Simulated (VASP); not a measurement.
# Ni (P6_3/mmc) in VASP: a series of runs, part 2 of 2

VASP 6.6.1. Earlier steps stand in the parts before.

### Step 3. Single point, LDA, collinear spin, antiferromagnetic start

This run uses another cell than the first one, of 9.17 Å³/atom.

INCAR

```
PREC = Accurate ; ENCUT = 520
EDIFF = 1E-7 ; ISMEAR = -1
SIGMA = 0.15 ; LREAL = False
LASPH = True ; NELM = 150
ALGO = Normal ; ISIF = 2
LWAVE = False ; LCHARG = False
ISPIN = 2 ; MAGMOM = 1.5 -1.5
LORBIT = 11 ; LMAXMIX = 4
NBANDS = 21
```

KPOINTS

```
Automatic mesh
0
Gamma
  13 13 7
```

POSCAR

```
Ni
1.0
    2.3468872931      0.0000000000      0.0000000000
   -1.1734436466      2.0324640157      0.0000000000
    0.0000000000      0.0000000000      3.8452944174
Ni
2
Direct
    0.3333333333      0.6666666667      0.2500000000
    0.6666666667      0.3333333333      0.7500000000
```

Potentials or basis: VASP PAW LDA potentials, release 64 (Ni).

Launch:

```sh
cat potpaw_LDA.64/Ni/POTCAR > POTCAR
mpirun -np 1 vasp_std > vasp.out
```

Wall time 51 s (1 thread of Intel Xeon Platinum 8488C (Sapphire Rapids), shared host); peak memory 0.16 GiB.

It converged, with:

- Free energy: -13.0843 eV
- Pressure: 29.0 GPa
- Band gap on the k mesh: zero (filled and empty bands overlap)
- Net moment: 0.00 μB per cell
- Valence electrons inside the program's atomic spheres: Ni 9.68

Stress tensor (GPa, compression positive):
```
28.78  0.00  0.00
 0.00 28.78  0.00
 0.00  0.00 29.41
```

Levels at points of the mesh, in eV from the Fermi level:
Spin up:
```tsv
k point	band 7	band 8	band 9	band 10	band 11	band 12	band 13	band 14
(0.00, 0.00, 0.00)	-2.02	-1.49	-1.49	-0.54	-0.24	-0.24	7.27	24.18
```
Spin down:
```tsv
k point	band 8	band 9	band 10	band 11	band 12	band 13
(0.00, 0.00, 0.00)	-1.49	-1.49	-0.54	-0.24	-0.24	7.27
```

Caveat: the cell stands under pressure.

### Step 4. Single point, LDA, collinear spin, antiferromagnetic start

This run uses another cell than the first one, of 9.43 Å³/atom.

INCAR

```
SYSTEM = Ni
ALGO = Normal
EDIFF = 1E-7
ENCUT = 520
ISIF = 2
ISMEAR = -1
ISPIN = 2
LASPH = .True.
LCHARG = .True.
LELF = .True.
LMAXMIX = 4
LORBIT = 11
LREAL = .False.
LVHAR = .True.
LWAVE = .False.
MAGMOM = 1.5 -1.5
NBANDS = 21
NELM = 150
PREC = Accurate
SIGMA = 0.15
```

KPOINTS

```
k-points
0
Gamma
  13 13 7
  0 0 0
```

POSCAR

```
Ni
1.0
    2.3687467550      0.0000000000      0.0000000000
   -1.1843733775      2.0513948650      0.0000000000
    0.0000000000      0.0000000000      3.8799227078
Ni
2
Direct
    0.3333333333      0.6666666667      0.2500000000
    0.6666666667      0.3333333333      0.7500000000
```

Potentials or basis: VASP PAW LDA potentials, release 64 (Ni).

Launch:

```sh
cat potpaw_LDA.64/Ni/POTCAR > POTCAR
mpirun -np 1 vasp_std > vasp.out
```

OUTCAR:

```text
SYSTEM = Ni
   EDIFF = 1E-7
   ENCUT = 520
   ISIF = 2
   ISMEAR = -1
   ISPIN = 2
   LASPH = .True.
   LORBIT = 11
   LREAL = .False.
   NELM = 150
   PREC = Accurate

 ion  position               nearest neighbor table
   1  0.333  0.667  0.250-   2 2.37   2 2.37   2 2.37   2 2.37   2 2.37   2 2.37
   2  0.667  0.333  0.750-   1 2.37   1 2.37   1 2.37   1 2.37   1 2.37   1 2.37

  LATTYP: Found a hexagonal cell.
 ALAT       =     2.3687467550
 C/A-ratio  =     1.6379643369

  Lattice vectors:

 A1 = (   2.3687467550,   0.0000000000,   0.0000000000)
 A2 = (  -1.1843733775,   2.0513948650,   0.0000000000)
 A3 = (   0.0000000000,   0.0000000000,   3.8799227078)

Analysis of symmetry for initial positions (statically):
=====================================================================
 Subroutine PRICEL returns:
 Original cell was already a primitive cell.

 Routine SETGRP: Setting up the symmetry group for a
 hexagonal supercell.

 Subroutine GETGRP returns: Found 24 space group operations
 (whereof 12 operations were pure point group operations)
 out of a pool of 24 trial point group operations.

[... 1344 lines left out ...]
     21      42.6035      0.00000

 [... further k-points ...]

------------------------ aborting loop because EDIFF is reached ----------------------------------------

  FORCE on cell =-STRESS in cart. coord.  units (eV):
  Direction    XX          YY          ZZ          XY          YZ          ZX
  --------------------------------------------------------------------------------------
  -------------------------------------------------------------------------------------
  Total        2.2183273      2.2183273      2.2911312      0.0000000      0.0000000      0.0000000
  in kB      188.5147090    188.5147090    194.7016233      0.0000000      0.0000000      0.0000000
  external PRESSURE =     190.5770138 kB  Pullay stress =       0.0000000 kB

 VOLUME and BASIS-vectors are now :
 -----------------------------------------------------------------------------
  energy-cutoff  :      520.00
  volume of cell :       18.85
      direct lattice vectors                 reciprocal lattice vectors
     2.368746755  0.000000000  0.000000000     0.422164167  0.243736595  0.000000000
    -1.184373378  2.051394865  0.000000000     0.000000000  0.487473191  0.000000000
     0.000000000  0.000000000  3.879922708     0.000000000  0.000000000  0.257737093

 POSITION                                       TOTAL-FORCE (eV/Angst)
 -----------------------------------------------------------------------------------
     -0.00000      1.36760      0.96998        -0.000000     -0.000000      0.000000
      1.18437      0.68380      2.90994         0.000000      0.000000      0.000000
 -----------------------------------------------------------------------------------
    total drift:                               -0.000000     -0.000000     -0.000000

  FREE ENERGIE OF THE ION-ELECTRON SYSTEM (eV)
  ---------------------------------------------------
  free  energy   TOTEN  =       -13.1607206757 eV

  energy  without entropy=      -12.8468127565  energy(sigma->0) =      -13.00376672

 total charge

# of ion       s       p       d       tot
------------------------------------------
    1        0.563   0.635   8.417   9.615
    2        0.563   0.635   8.417   9.615
--------------------------------------------------
tot          1.126   1.270  16.833  19.229

 magnetization (x)

# of ion       s       p       d       tot
------------------------------------------
    1       -0.000  -0.000   0.000   0.000
    2        0.000   0.000  -0.000  -0.000
--------------------------------------------------
tot          0.000   0.000   0.000   0.000
```

stdout:

```text
POSCAR found type information on POSCAR Ni
 POSCAR found :  1 types and       2 ions
 scaLAPACK will be used
 LDA part: xc-table for (Slater(with rela. corr.)+CA(PZ))
 , standard interpolation
 POSCAR, INCAR and KPOINTS ok, starting setup
 FFT: planning ... GRIDC
 FFT: planning ... GRID_SOFT
 FFT: planning ... GRID
 WAVECAR not read
 entering main loop
```

Wall time 48 s (1 thread of Intel Xeon Platinum 8488C (Sapphire Rapids), shared host); peak memory 0.16 GiB.

What came out:

- Free energy: -13.1607 eV
- Pressure: 19.1 GPa
- Band gap on the k mesh: zero (filled and empty bands overlap)
- Net moment: 0.00 μB per cell
- Valence electrons inside the program's atomic spheres: Ni 9.62

Stress tensor (GPa, compression positive):
```
18.85  0.00  0.00
 0.00 18.85  0.00
 0.00  0.00 19.47
```

Caveat: the cell stands under pressure.

### Step 5. Single point, LDA, collinear spin, antiferromagnetic start

This run uses another cell than the first one, of 9.73 Å³/atom.

INCAR

```
PREC     = Accurate       # precision mode
ENCUT    = 520            # plane-wave cutoff, eV
EDIFF    = 1E-7           # SCF threshold, eV
ISMEAR   = -1             # smearing method
SIGMA    = 0.15           # smearing width, eV
LREAL    = F              # projectors in reciprocal space
LASPH    = T              # aspherical terms in the spheres
NELM     = 150            # most SCF steps
ALGO     = Normal         # electronic algorithm
ISIF     = 2              # what is computed and relaxed
LWAVE    = F              # write WAVECAR
LCHARG   = F              # write CHGCAR
ISPIN    = 2              # spin polarisation
MAGMOM   = 1.5 -1.5       # initial moments
LORBIT   = 11             # projections on sites
LMAXMIX  = 4              # l up to which the mixer works
NBANDS   = 21             # bands
```

KPOINTS

```
Automatic mesh
0
Gamma
  13 13 7
```

POSCAR

```
Ni
1.0
    2.3936123965      0.0000000000      0.0000000000
   -1.1968061982      2.0729291422      0.0000000000
    0.0000000000      0.0000000000      3.9208153940
Ni
2
Direct
    0.3333333333      0.6666666667      0.2500000000
    0.6666666667      0.3333333333      0.7500000000
```

Launch:

```sh
cat potpaw_LDA.64/Ni/POTCAR > POTCAR
mpirun -np 1 vasp_std > vasp.out
```

Wall time 44 s (1 thread of Intel Xeon Platinum 8488C (Sapphire Rapids), shared host); peak memory 0.16 GiB.

Results (log left out):

* Free energy: -13.2133 eV
* Pressure: 9.2 GPa
* Band gap on the k mesh: zero (filled and empty bands overlap)
* Net moment: 0.00 μB per cell
* Valence electrons inside the program's atomic spheres: Ni 9.54

Stress tensor (GPa, compression positive):
```
9.00 0.00 0.00
0.00 9.00 0.00
0.00 0.00 9.49
```

Levels at points of the mesh, in eV from the Fermi level:
Spin up:
```tsv
k point	band 8	band 9	band 10	band 11	band 12	band 13
(0.00, 0.00, 0.00)	-1.38	-1.38	-0.42	-0.23	-0.23	6.79
```
Spin down:
```tsv
k point	band 7	band 8	band 9	band 10	band 11	band 12	band 13	band 14
(0.00, 0.00, 0.00)	-1.86	-1.38	-1.38	-0.42	-0.23	-0.23	6.79	23.70
```

Caveat: the cell stands under pressure.
